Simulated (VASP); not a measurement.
# SnO2 (P1) in VASP: single point with PBE

Aim: the single point of SnO2 with PBE.

Everything below comes from runs of VASP 6.6.1. Logs are shortened: lines on timing, memory, paths and dates and some standing lists are left out, and cuts for length are marked.

## (1) The cell of the first run

The typed cell holds 24 atoms: a = 9.655 Å, b = 4.828 Å, c = 6.475 Å, α = 90.00°, β = 90.00°, γ = 90.00°.

## (2) Single point, PBE

INCAR

```
SYSTEM = SnO2
  ALGO = Normal
  EDIFF = 1E-6
  ENCUT = 520
  GGA = PE
  ISIF = 2
  ISMEAR = 0
  LASPH = .True.
  LCHARG = .False.
  LREAL = Auto
  LWAVE = .False.
  NBANDS = 122
  NELM = 60
  PREC = Accurate
  SIGMA = 0.05
```

KPOINTS

```
k-points
0
Gamma
  2 3 2
  0 0 0
```

POSCAR

```
SnO2
1.0
    9.6554546461      0.0000000000      0.0000000000
    0.0000000000      4.8277273231      0.0000000000
    0.0000000000      0.0000000000      6.4754890203
Sn O
8 16
Direct
    0.0062097542      1.0061260040      0.0055947898
    0.2456687010      0.5094080165      0.2574570036
   -0.0067816589      1.0052141878      0.5018300533
    0.2492466785      0.4920808159      0.7572076772
    0.5032889883      1.0069029741     -0.0069329127
    0.7482635738      0.5096246816      0.2454050953
    0.5027865779      0.9997546831      0.4996814897
    0.7487968475      0.4957933288      0.7455836903
    0.1553163528      0.3098994413     -0.0040412392
    0.4121658840      0.2081542583      0.2489612746
    0.1118743798      0.8258502880      0.2476762751
    0.3537617984      0.6692573511     -0.0012609086
    0.1466562738      0.3053991871      0.4917174579
    0.4022673341      0.1876201656      0.7473264158
    0.0914187920      0.7975823286      0.7452212466
    0.3458507261      0.6865153680      0.5098297580
    0.6578928940      0.3072141198     -0.0122177645
    0.8905638642      0.1786018435      0.2508760334
    0.5767127706      0.7461198114      0.2445087923
    0.8560731010      0.6700200288      0.0048502901
    0.6646611926      0.2925312275      0.4888897178
    0.8938713211      0.1735688335      0.7534754495
    0.6003124879      0.8000549206      0.7434155142
    0.8593037101      0.6568245859      0.4975377134
```

Potentials or basis: VASP PAW PBE potentials, release 64 (Sn_d, O).

Launch:

```sh
cat potpaw_PBE.64/Sn_d/POTCAR potpaw_PBE.64/O/POTCAR > POTCAR
mpirun -np 1 vasp_std > vasp.out
```

OUTCAR:

```text
SYSTEM = SnO2
   EDIFF = 1E-6
   ENCUT = 520
   GGA = PE
   ISIF = 2
   ISMEAR = 0
   LASPH = .True.
   LREAL = Auto
   NELM = 60
   PREC = Accurate

 ion  position               nearest neighbor table
   1  0.006  0.006  0.006-   9 2.06  11 2.06  18 2.11  22 2.12  15 2.13  20 2.18   3 3.22   3 3.26
                             4 3.69   2 3.71   2 3.73
   2  0.246  0.509  0.257-  11 2.00  13 2.05  16 2.08  12 2.12   9 2.13  10 2.17   4 3.24   4 3.24
                             1 3.71   1 3.73
   3  0.993  0.005  0.502-  22 2.06  13 2.07  18 2.08  15 2.09  24 2.12  11 2.18   1 3.22   1 3.26
                             8 3.70   6 3.75   8 3.76
   4  0.249  0.492  0.757-   9 2.00  12 2.05  16 2.08  14 2.09  15 2.12  13 2.18   2 3.24   2 3.24
                             1 3.69   5 3.72
   5  0.503  0.007  0.993-  14 2.06  17 2.08  10 2.11  23 2.12  19 2.18  12 2.18   7 3.20   7 3.28
                             8 3.71   4 3.72   6 3.75
   6  0.748  0.510  0.245-  19 2.01  20 2.03  21 2.06  24 2.08  18 2.11  17 2.12   8 3.24   8 3.24
                             7 3.73   5 3.75   3 3.75
   7  0.503  1.000  0.500-  23 2.08  14 2.08  10 2.10  21 2.11  16 2.14  19 2.18   5 3.20   5 3.28
                             8 3.73   6 3.73   8 3.75
   8  0.749  0.496  0.746-  17 2.01  23 2.05  24 2.08  22 2.09  21 2.09  20 2.14   6 3.24   6 3.24
                             3 3.70   5 3.71   7 3.73   7 3.75   3 3.76
   9  0.155  0.310  0.996-   4 2.00   1 2.06   2 2.13
  10  0.412  0.208  0.249-   7 2.10   5 2.11   2 2.17
  11  0.112  0.826  0.248-   2 2.00   1 2.06   3 2.18
  12  0.354  0.669  0.999-   4 2.05   2 2.12   5 2.18
  13  0.147  0.305  0.492-   2 2.05   3 2.07   4 2.18
  14  0.402  0.188  0.747-   5 2.06   7 2.08   4 2.09
[... 8 lines left out ...]
  23  0.600  0.800  0.743-   8 2.05   7 2.08   5 2.12
  24  0.859  0.657  0.498-   6 2.08   8 2.08   3 2.12

  LATTYP: Found a simple orthorhombic cell.
 ALAT       =     4.8277273231
 B/A-ratio  =     1.3413120889
 C/A-ratio  =     2.0000000000

  Lattice vectors:

 A1 = (   0.0000000000,   4.8277273231,   0.0000000000)
 A2 = (   0.0000000000,   0.0000000000,   6.4754890203)
 A3 = (   9.6554546461,   0.0000000000,   0.0000000000)

Analysis of symmetry for initial positions (statically):
=====================================================================
 Subroutine PRICEL returns:
 Original cell was already a primitive cell.

 Routine SETGRP: Setting up the symmetry group for a
 simple orthorhombic supercell.

 Subroutine GETGRP returns: Found  1 space group operations
 (whereof  1 operations were pure point group operations)
 out of a pool of  8 trial point group operations.

The static configuration has the point symmetry C_1 .

Analysis of symmetry for dynamics (positions and initial velocities):
=====================================================================
 Subroutine PRICEL returns:
 Original cell was already a primitive cell.

 Routine SETGRP: Setting up the symmetry group for a
 simple orthorhombic supercell.

 Subroutine GETGRP returns: Found  1 space group operations
 (whereof  1 operations were pure point group operations)
 out of a pool of  8 trial point group operations.

The dynamic configuration has the point symmetry C_1 .

 Subroutine INISYM returns: Found  1 space group operations
 (whereof  1 operations are pure point group operations),
 and found     1 'primitive' translations

----------------------------------------------------------------------------------------

                                     Primitive cell

  volume of cell :     301.8478

  direct lattice vectors                    reciprocal lattice vectors
     9.655454646  0.000000000  0.000000000     0.103568401  0.000000000  0.000000000
     0.000000000  4.827727323  0.000000000     0.000000000  0.207136802  0.000000000
     0.000000000  0.000000000  6.475489020     0.000000000  0.000000000  0.154428491

  length of vectors
     9.655454646  4.827727323  6.475489020     0.103568401  0.207136802  0.154428491

  position of ions in fractional coordinates (direct lattice)
     0.006209754  0.006126004  0.005594790
     0.245668701  0.509408016  0.257457004
     0.993218341  0.005214188  0.501830053
     0.249246679  0.492080816  0.757207677
     0.503288988  0.006902974  0.993067087
     0.748263574  0.509624682  0.245405095
[... 16 lines left out ...]
     0.600312488  0.800054921  0.743415514
     0.859303710  0.656824586  0.497537713

  ion indices of the primitive-cell ions
   primitive index   ion index
                 1           1
                 2           2
                 3           3
                 4           4
                 5           5
                 6           6
[... 16 lines left out ...]
                23          23
                24          24

----------------------------------------------------------------------------------------

 KPOINTS: k-points

Automatic generation of k-mesh.
 Grid dimensions read from file:
 generate k-points for:    2    3    2

 Generating k-lattice:

  Cartesian coordinates                     Fractional coordinates (reciprocal lattice)
     0.051784201  0.000000000  0.000000000     0.500000000  0.000000000  0.000000000
     0.000000000  0.069045601  0.000000000     0.000000000  0.333333333  0.000000000
     0.000000000  0.000000000  0.077214246     0.000000000  0.000000000  0.500000000

  Length of vectors
     0.051784201  0.069045601  0.077214246

  Shift w.r.t. Gamma in fractional coordinates (k-lattice)
     0.000000000  0.000000000  0.000000000

 Subroutine IBZKPT returns following result:
 ===========================================

 Found      8 irreducible k-points:

 Following reciprocal coordinates:
            Coordinates               Weight
  0.000000  0.000000  0.000000      1.000000
  0.500000  0.000000  0.000000      1.000000
  0.000000  0.333333  0.000000      2.000000
  0.500000  0.333333  0.000000      2.000000
  0.000000  0.000000  0.500000      1.000000
  0.500000  0.000000  0.500000      1.000000
  0.000000  0.333333  0.500000      2.000000
  0.500000  0.333333  0.500000      2.000000
   k-points           NKPTS =      8   k-points in BZ     NKDIM =      8   number of bands    NBANDS=    122
   number of dos      NEDOS =    301   number of ions     NIONS =     24
   total plane-waves  NPLWV = 124416
   dimension x,y,z NGX =    72 NGY =   36 NGZ =   48
   dimension x,y,z NGXF=   144 NGYF=   72 NGZF=   96
   ions per type =               8  16
   NGX,Y,Z   is equivalent  to a cutoff of  12.40, 12.40, 12.32 a.u.
   NGXF,Y,Z  is equivalent  to a cutoff of  24.79, 24.79, 24.65 a.u.
 SYSTEM =  SnO2
   PREC   = accura    normal or accurate (medium, high low for compatibility)
   ISTART =      0    job   : 0-new  1-cont  2-samecut
   ICHARG =      2    charge: 1-file 2-atom 10-const
   ISPIN  =      1    spin polarized calculation?
   LNONCOLLINEAR =      F non collinear calculations
   LSORBIT =      F    spin-orbit coupling
   LASPH  =      T    aspherical Exc in radial PAW
   ENCUT  =  520.0 eV  38.22 Ry    6.18 a.u.  17.95  8.98 12.04*2*pi/ulx,y,z
   NELM   =     60;   NELMIN=  2; NELMDL= -5     # of ELM steps
   EDIFF  = 0.1E-05   stopping-criterion for ELM
   LREAL  =      T    real-space projection
   EDIFFG = 0.1E-04   stopping-criterion for IOM
   NSW    =      0    number of steps for IOM
   IBRION =     -1    ionic relax: 0-MD 1-quasi-New 2-CG
   NFREE  =      0    steps in history (QN), initial steepest desc. (CG)
   ISIF   =      2    stress and relaxation
   ISYM   =      2    0-nonsym 1-usesym 2-fastsym
   POTIM  = 0.5000    time-step for ionic-motion
   TEBEG  =    0.0;   TEEND  =   0.0 temperature during run
   PSTRESS=    0.0 pullay stress
   NELECT =     208.0000    total number of electrons
   NUPDOWN=      -1.0000    fix difference up-down
   EMIN   =  10.00;   EMAX   =-10.00  energy-range for DOS
   EFERMI =   0.00;   METHOD = LEGACY
   ISMEAR =     0;   SIGMA  =   0.05  broadening in eV -4-tet -1-fermi 0-gaus
   EFERMI_NEDOS =   21; number of points for ismear=-14 and -15
   IALGO  =     38    algorithm
   IMIX   =      4    mixing-type and parameters
     AMIX     =   0.40;   BMIX     =  1.00
     AMIX_MAG =   1.60;   BMIX_MAG =  1.00
  volume/ion in A,a.u.               =      12.58        84.87
  Fermi-wavevector in a.u.,A,eV,Ry     =   1.445994  2.732533 28.448417  2.090900
  Thomas-Fermi vector in A             =   2.564113
   LORBIT       =      0    0 simple, 1 ext, 2 COOP (PROOUT), +10 PAW based schemes
   GGA     = PE    functional components
   LHFCALC =     F    Hartree Fock is set to
   AEXX    =    0.0000 exact exchange contribution
   IVDW    =     0    specifies the selected vdW correction
   LEPSILON=     F    determine dielectric tensor
   LRPA    =     F    only Hartree local field effects (RPA)
 non-spin polarized calculation
 Gauss-broadening in eV      SIGMA  =   0.05
  energy-cutoff  :      520.00
  volume of cell :      301.85
 maximum number of plane-waves:      8148
 NGX is ok and might be reduce to    72
   NGX = 35   NGY = 17   NGZ = 25

 number of electron     207.9999976 magnetization

 Free energy of the ion-electron system (eV)
  ---------------------------------------------------
  ext. energy  EPLUGINS =         0.00000000
  ---------------------------------------------------
  free energy    TOTEN  =      -148.21447481 eV

  energy without entropy =     -148.21447481  energy(sigma->0) =     -148.21447481

 E-fermi :   5.8059     XC(G=0): -10.9836

 val. band max:        5.5348741010   @ k =   0.0000   0.0000   0.0000
 cond. band min:       6.2175477665   @ k =   0.0000   0.0000   0.0000
 fundamental gap:      0.6826736655
 Fermi energy:         5.8058710540

 k-point     1 :       0.0000    0.0000    0.0000
  band No.  band energies     occupation
      1     -15.5186      2.00000
      2     -15.4689      2.00000
      3     -15.4313      2.00000
      4     -15.3049      2.00000
      5     -15.2676      2.00000
      6     -15.2136      2.00000
[... 108 lines left out ...]
    115      12.1725      0.00000
    116      12.3880      0.00000
[... 831 lines left out ...]
    115      13.7354      0.00000
    116      13.7806      0.00000
 [bands above 116 left out]

------------------------ aborting loop because EDIFF is reached ----------------------------------------

  FORCE on cell =-STRESS in cart. coord.  units (eV):
  Direction    XX          YY          ZZ          XY          YZ          ZX
  --------------------------------------------------------------------------------------
  -------------------------------------------------------------------------------------
  Total        1.6702085      1.2310789      2.6490824     -0.5404526     -1.9292952     -0.8793770
  in kB        8.8652958      6.5344411     14.0610588     -2.8686672    -10.2405016     -4.6676432
  external PRESSURE =       9.8202652 kB  Pullay stress =       0.0000000 kB

 VOLUME and BASIS-vectors are now :
 -----------------------------------------------------------------------------
  energy-cutoff  :      520.00
  volume of cell :      301.85
      direct lattice vectors                 reciprocal lattice vectors
     9.655454646  0.000000000  0.000000000     0.103568401  0.000000000  0.000000000
     0.000000000  4.827727323  0.000000000     0.000000000  0.207136802  0.000000000
     0.000000000  0.000000000  6.475489020     0.000000000  0.000000000  0.154428491

 POSITION                                       TOTAL-FORCE (eV/Angst)
 -----------------------------------------------------------------------------------
      0.05996      0.02957      0.03623        -1.054438     -0.679281     -0.815832
      2.37204      2.45928      1.66716         1.526512     -0.654306     -0.548563
      9.58997      0.02517      3.24960         0.189442     -0.536356     -0.070832
      2.40659      2.37563      4.90329        -0.047228      0.814832     -1.443209
      4.85948      0.03333      6.43060        -0.467865     -0.781742      0.968174
      7.22483      2.46033      1.58912         0.517061     -0.731343     -0.106714
[... 16 lines left out ...]
      5.79629      3.86245      4.81398        -0.178073      0.383422      0.147406
      8.29697      3.17097      3.22180        -0.001740      0.914871     -0.093795
 -----------------------------------------------------------------------------------
    total drift:                                0.004639      0.028662     -0.010103

  FREE ENERGIE OF THE ION-ELECTRON SYSTEM (eV)
  ---------------------------------------------------
  free  energy   TOTEN  =      -148.2144748050 eV

  energy  without entropy=     -148.2144748050  energy(sigma->0) =     -148.21447481
```

Run time: 4.6 min. Hardware: 1 thread of Intel Xeon Platinum 8488C (Sapphire Rapids), shared host; peak memory 0.45 GiB.

What came out:

```
Free energy            : -148.2145 eV
Pressure               : 1.0 GPa
Largest force          : 2.013 eV/Å
Band gap on the k mesh : 0.68 eV
```

Forces in eV/Å, atoms in the order of the input:
```
Sn  -1.054 -0.679 -0.816
Sn   1.527 -0.654 -0.549
Sn   0.189 -0.536 -0.071
Sn  -0.047  0.815 -1.443
Sn  -0.468 -0.782  0.968
Sn   0.517 -0.731 -0.107
Sn  -0.383 -0.311 -1.009
Sn   1.054 -0.004 -0.095
O   -0.560 -0.432  0.927
O   -0.112 -0.591  0.049
O   -1.087  0.593  0.299
O    0.064  0.892  0.138
O    0.256  0.155  0.750
O    0.185 -0.197 -0.135
O    0.277  0.246  0.478
O    0.164  0.251 -0.169
O   -0.701 -0.806  0.654
O    0.801 -0.611 -0.364
O   -0.147  2.001  0.168
O    0.216  0.706 -0.532
O   -0.884 -0.610  0.608
O    0.372 -0.011  0.196
O   -0.178  0.383  0.147
O   -0.002  0.915 -0.094
```

Levels at points of the mesh, in eV from the valence-band top:
```tsv
k point	band 101	band 102	band 103	band 104	band 105	band 106	band 107	band 108
(0.00, 0.00, 0.00)	-0.63	-0.58	-0.39	0.00	0.68	3.65	3.94	5.14
(0.50, 0.00, 0.00)	-0.73	-0.61	-0.26	-0.15	1.91	2.08	4.97	5.13
(0.00, 0.00, 0.50)	-0.63	-0.51	-0.42	-0.37	3.17	3.22	4.58	4.72
(0.50, 0.00, 0.50)	-0.48	-0.43	-0.41	-0.34	3.49	3.59	3.74	3.80
```

Caveat: the k points lie up to 0.49 Å⁻¹ apart; the atoms stand as in a frame of molecular dynamics; semilocal functionals underestimate gaps, and a narrow one can read as zero; spin-orbit coupling is left out, which moves the levels of the heavy elements; forces of over 1 eV/Å act on the atoms, so gaps and moduli don't describe the material at rest.
